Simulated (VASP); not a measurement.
A run of VASP 6.6.1:

INCAR

```
SYSTEM = Cu
PREC = Accurate
ENCUT = 600
EDIFF = 1E-7
ISMEAR = 0
SIGMA = 0.1
LREAL = .FALSE.
LASPH = .TRUE.
NELM = 100
ALGO = Normal
ISIF = 3
LWAVE = .FALSE.
LCHARG = .FALSE.
GGA = PE
IBRION = 2
NSW = 70
EDIFFG = -0.008
PSTRESS = 300.0
```

KPOINTS

```
Automatic mesh
0
G
  22 22 22
  0 0 0
```

Contents of POSCAR:

```
Cu
1.0
   -1.3952762272      1.3952762272      1.3217219746
    1.3952762272     -1.3952762272      1.3217219746
    1.3952762272      1.3952762272     -1.3217219746
Cu
1
Direct
    0.0000000000      0.0000000000      0.0000000000
```

Potentials or basis: VASP PAW PBE potentials, release 64 (Cu).

Command:

```sh
$ cat potpaw_PBE.64/Cu/POTCAR > POTCAR
$ mpirun -np 1 vasp_std > vasp.out
```

Hardware: 1 thread of Intel(R) Xeon(R) 6975P-C (Granite Rapids), with other jobs on the host.

Q: Estimate the wall time of this run.

A: Wall time 2.1 min on 1 thread of Intel(R) Xeon(R) 6975P-C (Granite Rapids) (shared host), peak memory 0.24 GiB. Counts: scf iterations 49, k points 834, ion steps 7.
